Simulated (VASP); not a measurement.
# BaSb2H2 in VASP: single point with HSE06

Aim: the single point of BaSb2H2 with HSE06.

Program: VASP 6.6.1. These are calculated values, not measurements. Logs are shortened: lines on timing, memory, paths and dates and some standing lists are left out, and cuts for length are marked.

**1. The cell of the first run**

The typed cell holds 5 atoms: a = 4.913 Å, b = 4.913 Å, c = 5.315 Å, α = 90.00°, β = 90.00°, γ = 60.00°.

**2. Single point, HSE06**

Input file POSCAR:

```
BaSb2H2
1.0
    2.4566930000      4.2551140000      0.0000000000
   -2.4566930000      4.2551140000      0.0000000000
    0.0000000000      0.0000000000      5.3153670000
H Ba Sb
2 1 2
Direct
    0.3333000000      0.3334000000      0.1232000000
    0.6667000000      0.6666000000      0.8768000000
    0.0000000000      0.0000000000      0.0000000000
    0.3333000000      0.3334000000      0.4680000000
    0.6667000000      0.6666000000      0.5320000000
```

Input file INCAR.step1:

```
  PREC = Accurate
  ENCUT = 520
  EDIFF = 1E-5
  ISMEAR = 1
  SIGMA = 0.013
  LREAL = False
  LASPH = True
  NELM = 100
  ALGO = Normal
  ISIF = 2
  LWAVE = True
  LCHARG = False
  NBANDS = 19
  GGA = PE
```

Input file INCAR.step2:

```
  PREC = Accurate
  ENCUT = 520
  EDIFF = 1E-6
  ISMEAR = 1
  SIGMA = 0.013
  LREAL = False
  LASPH = True
  NELM = 100
  ALGO = Normal
  ISIF = 2
  LWAVE = False
  LCHARG = False
  GGA = PE
  LHFCALC = True
  HFSCREEN = 0.2079
  PRECFOCK = Fast
  NBANDS = 19
  ISTART = 1
```

Input file KPOINTS:

```
Automatic mesh
0
Gamma
  3 3 2
```

Potentials or basis: VASP PAW PBE potentials, release 64 (H, Ba_sv, Sb).

Command:

```console
$ cat potpaw_PBE.64/H/POTCAR potpaw_PBE.64/Ba_sv/POTCAR potpaw_PBE.64/Sb/POTCAR > POTCAR
$ cp INCAR.step1 INCAR
$ mpirun -np 1 vasp_std > vasp.out
$ cp INCAR.step2 INCAR
$ mpirun -np 1 vasp_std > vasp.out
```

OUTCAR:

```text
PREC = Accurate
   ENCUT = 520
   EDIFF = 1E-6
   ISMEAR = 1
   LREAL = False
   LASPH = True
   NELM = 100
   ISIF = 2
   GGA = PE
   LHFCALC = True
   HFSCREEN = 0.2079
   PRECFOCK = Fast
   ISTART = 1

 ion  position               nearest neighbor table
   1  0.333  0.333  0.123-   4 1.83
   2  0.667  0.667  0.877-   5 1.83
   3  0.000  0.000  0.000-   5 3.77   4 3.77   5 3.77   4 3.77   5 3.77   4 3.77   4 4.01   5 4.01
                             4 4.01   5 4.01   5 4.01   4 4.01
   4  0.333  0.333  0.468-   1 1.83   5 2.86   5 2.86   5 2.86   3 3.77   3 3.77   3 3.77   3 4.01
                             3 4.01   3 4.01
   5  0.667  0.667  0.532-   2 1.83   4 2.86   4 2.86   4 2.86   3 3.77   3 3.77   3 3.77   3 4.01
                             3 4.01   3 4.01

  LATTYP: Found a hexagonal cell.
 ALAT       =     4.9133833200
 C/A-ratio  =     1.0818140279

  Lattice vectors:

 A1 = (   2.4566930000,  -4.2551140000,   0.0000000000)
 A2 = (   2.4566930000,   4.2551140000,   0.0000000000)
 A3 = (   0.0000000000,   0.0000000000,   5.3153670000)

Analysis of symmetry for initial positions (statically):
=====================================================================
 Subroutine PRICEL returns:
 Original cell was already a primitive cell.

 Routine SETGRP: Setting up the symmetry group for a
 hexagonal supercell.

 Subroutine GETGRP returns: Found  4 space group operations
 (whereof  4 operations were pure point group operations)
 out of a pool of 24 trial point group operations.

The static configuration has the point symmetry C_2h.

Analysis of symmetry for dynamics (positions and initial velocities):
=====================================================================
 Subroutine PRICEL returns:
 Original cell was already a primitive cell.

 Routine SETGRP: Setting up the symmetry group for a
 hexagonal supercell.

 Subroutine GETGRP returns: Found  4 space group operations
 (whereof  4 operations were pure point group operations)
 out of a pool of 24 trial point group operations.

The dynamic configuration has the point symmetry C_2h.

 Subroutine INISYM returns: Found  4 space group operations
 (whereof  4 operations are pure point group operations),
[... 90 lines left out ...]
   NFREE  =      0    steps in history (QN), initial steepest desc. (CG)
   ISIF   =      2    stress and relaxation
   ISYM   =      3    0-nonsym 1-usesym 2-fastsym
   POTIM  = 0.5000    time-step for ionic-motion
   TEBEG  =    0.0;   TEEND  =   0.0 temperature during run
   PSTRESS=    0.0 pullay stress
   NELECT =      22.0000    total number of electrons
   NUPDOWN=      -1.0000    fix difference up-down
   EMIN   =  10.00;   EMAX   =-10.00  energy-range for DOS
   EFERMI =   0.00;   METHOD = LEGACY
   ISMEAR =     1;   SIGMA  =   0.01  broadening in eV -4-tet -1-fermi 0-gaus
   EFERMI_NEDOS =   21; number of points for ismear=-14 and -15
   IALGO  =     38    algorithm
   IMIX   =      1    mixing-type and parameters
     AMIX     =   0.40;   BMIX     =  1.00
     AMIX_MAG =   1.60;   BMIX_MAG =  1.00
  volume/ion in A,a.u.               =      22.23       149.99
  Fermi-wavevector in a.u.,A,eV,Ry     =   0.954129  1.803043 12.386239  0.910363
  Thomas-Fermi vector in A             =   2.082848
   LORBIT       =      0    0 simple, 1 ext, 2 COOP (PROOUT), +10 PAW based schemes
   GGA     = PE    functional components
   LHFCALC =     T    Hartree Fock is set to
   PRECFOCK=fast      Normal, Fast or Accurate (Low or Medium for compatibility)
   ENCUT4O =  -1.0   cutoff for four orbital integrals eV
   NKREDX  =     1    reduce k-point grid by
   NKREDY  =     1    reduce k-point grid by
   NKREDZ  =     1    reduce k-point grid by
   AEXX    =    0.2500 exact exchange contribution
   HFSCREEN=    0.2079 screening length (either q_TF or 0.3 A-1)
   HFSCREENC=   0.2079 screening length for correlation (either q_TF or 0.3 A-1)
   ENCUTFOCK=  -1.0 apply spherical cutoff to Coloumb kernel
   IVDW    =     0    specifies the selected vdW correction
   LEPSILON=     F    determine dielectric tensor
   LRPA    =     F    only Hartree local field effects (RPA)
 non-spin polarized calculation
 Methfessel and Paxton  Order N= 1 SIGMA  =   0.01
  energy-cutoff  :      520.00
  volume of cell :      111.13
 maximum number of plane-waves:      3012
 NGX is ok and might be reduce to    40
  NGX = 20; NGY = 20; NGZ = 24

 number of electron      21.9999999 magnetization

 Free energy of the ion-electron system (eV)
  ---------------------------------------------------
  ext. energy  EPLUGINS =         0.00000000
  ---------------------------------------------------
  free energy    TOTEN  =       -19.55300069 eV

  energy without entropy =      -19.55316818  energy(sigma->0) =      -19.55305652

 E-fermi :   5.7016     XC(G=0):  -7.6581

 val. band max:        5.6906952584   @ k =   0.3333   0.0000   0.0000
 cond. band min:       5.8250283218   @ k =   0.0000   0.3333   0.0000
 fundamental gap:      0.1343330634
 Fermi energy:         5.7016397272

 k-point     1 :       0.0000    0.0000    0.0000
  band No.  band energies     occupation
      1     -25.4666      2.00000
      2      -9.7495      2.00000
      3      -9.5471      2.00000
      4      -9.5352      2.00000
      5      -8.5922      2.00000
      6      -3.3745      2.00000
[... 153 lines left out ...]
      6      -6.4628      2.00000
[... 11 lines left out ...]
     18       9.5110      0.00000
     19      11.0568      0.00000

------------------------ aborting loop because EDIFF is reached ----------------------------------------

  FORCE on cell =-STRESS in cart. coord.  units (eV):
  Direction    XX          YY          ZZ          XY          YZ          ZX
  --------------------------------------------------------------------------------------
  -------------------------------------------------------------------------------------
  Total        3.6707755      3.5965462      1.6559823     -0.0642798      0.4795192     -0.8305540
  in kB       52.9228304     51.8526416     23.8748652     -0.9267446      6.9133923    -11.9743817
  external PRESSURE =      42.8834457 kB  Pullay stress =       0.0000000 kB

 VOLUME and BASIS-vectors are now :
 -----------------------------------------------------------------------------
  energy-cutoff  :      520.00
  volume of cell :      111.13
      direct lattice vectors                 reciprocal lattice vectors
     2.456693000  4.255114000  0.000000000     0.203525634  0.117505665  0.000000000
    -2.456693000  4.255114000  0.000000000    -0.203525634  0.117505665  0.000000000
     0.000000000  0.000000000  5.315367000     0.000000000  0.000000000  0.188133764

 POSITION                                       TOTAL-FORCE (eV/Angst)
 -----------------------------------------------------------------------------------
     -0.00025      2.83688      0.65485         0.125338     -0.072364     -1.202785
      0.00025      5.67334      4.66051        -0.125338      0.072364      1.202785
      0.00000      0.00000      0.00000         0.000000     -0.000000      0.000000
     -0.00025      2.83688      2.48759        -0.269442      0.155563      1.576487
      0.00025      5.67334      2.82778         0.269442     -0.155563     -1.576487
 -----------------------------------------------------------------------------------
    total drift:                               -0.000000     -0.000002     -0.000000

  FREE ENERGIE OF THE ION-ELECTRON SYSTEM (eV)
  ---------------------------------------------------
  free  energy   TOTEN  =       -19.5530006896 eV

  energy  without entropy=      -19.5531681847  energy(sigma->0) =      -19.55305652
```

OSZICAR.step1:

```text
N       E                     dE             d eps       ncg     rms          rms(c)
DAV:   1     0.113790368717E+03    0.11379E+03   -0.83272E+03   304   0.957E+02
DAV:   2    -0.799265655571E+01   -0.12178E+03   -0.11799E+03   385   0.169E+02
DAV:   3    -0.169046301605E+02   -0.89120E+01   -0.88655E+01   381   0.510E+01
DAV:   4    -0.171438782298E+02   -0.23925E+00   -0.23884E+00   428   0.784E+00
DAV:   5    -0.171504941867E+02   -0.66160E-02   -0.66158E-02   428   0.991E-01    0.631E+00
DAV:   6    -0.166344785504E+02    0.51602E+00   -0.10622E+00   367   0.379E+00    0.355E+00
DAV:   7    -0.165936975273E+02    0.40781E-01   -0.31126E-01   358   0.249E+00    0.120E+00
DAV:   8    -0.165957842832E+02   -0.20868E-02   -0.26716E-02   380   0.102E+00    0.285E-01
DAV:   9    -0.165966522200E+02   -0.86794E-03   -0.20803E-03   350   0.312E-01    0.667E-02
DAV:  10    -0.165968648315E+02   -0.21261E-03   -0.37884E-04   390   0.129E-01    0.243E-02
DAV:  11    -0.165968777124E+02   -0.12881E-04   -0.34583E-05   377   0.353E-02    0.860E-03
DAV:  12    -0.165968808641E+02   -0.31517E-05   -0.10557E-05   321   0.202E-02
   1 F= -.16596881E+02 E0= -.16596522E+02  d E =-.107795E-02
```

It took 6 min on 1 thread of Oxide Virtual Turin-like, shared host; peak memory 0.31 GiB.

What came out:

* Free energy: -19.5530 eV
* Pressure: 4.3 GPa
* Largest force: 1.607 eV/Å
* Band gap on the k mesh: zero (band 11 reaches 7.16 eV, above the bottom of band 12 at 4.56 eV)

Forces in eV/Å, atoms in the order of the input:
```
H    0.125 -0.072 -1.203
H   -0.125  0.072  1.203
Ba   0.000  0.000  0.000
Sb  -0.269  0.156  1.576
Sb   0.269 -0.156 -1.576
```

Caveat: the k points lie up to 0.59 Å⁻¹ apart; the PAW data sets were made with another functional, which shifts forces and pressure a little; spin-orbit coupling is left out, which moves the levels of the heavy elements.
